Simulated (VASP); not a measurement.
A run of VASP 6.6.1 is set up as follows.

Contents of INCAR:

```
  PREC = Accurate
  ENCUT = 600
  EDIFF = 1E-6
  ISMEAR = 0
  SIGMA = 0.1
  LREAL = F
  LASPH = T
  NELM = 60
  ALGO = Normal
  ISIF = 3
  LWAVE = F
  LCHARG = F
  GGA = PE
  IVDW = 12
  IBRION = 2
  NSW = 100
  EDIFFG = -0.005
```

File KPOINTS:

```
regular mesh
0
Gamma
  18 18 8
```

The input POSCAR:

```
MoS2
1.0
    3.2274645616      0.0000000000      0.0000000000
   -1.6137322808      2.7950663001      0.0000000000
    0.0000000000      0.0000000000      6.3124734200
Mo S
1 2
Direct
    0.0000000000      0.0000000000      0.5000000000
    0.3333333300      0.6666666700      0.2553193200
    0.6666666700      0.3333333300      0.7446806800
```

Potentials or basis: VASP PAW PBE potentials, release 64 (Mo_sv, S).

Command:

```bash
$ cat potpaw_PBE.64/Mo_sv/POTCAR potpaw_PBE.64/S/POTCAR > POTCAR
$ mpirun -np 1 vasp_std > vasp.out
```

Task: Estimate the relaxed cell.

Result: a = 3.174 Å, b = 3.174 Å, c = 5.817 Å, α = 90.00°, β = 90.00°, γ = 120.00°.

Task: Predict the dispersion energy per atom.

Result: -0.450 eV.

Task: What does it give for the space group after relaxing (to 0.1 Å)?

Result: P-3m1 (No. 164).

Task: What does it give for the relaxed volume?

Result: 16.91 Å³/atom.

Final structure:
```
Mo S
1.0
     3.17381    0.00000    0.00000
    -1.58691    2.74860    0.00000
     0.00000    0.00000    5.81661
Mo S
1 2
Direct
  0.00000 0.00000 0.50000
  0.33333 0.66667 0.22954
  0.66667 0.33333 0.77046
```
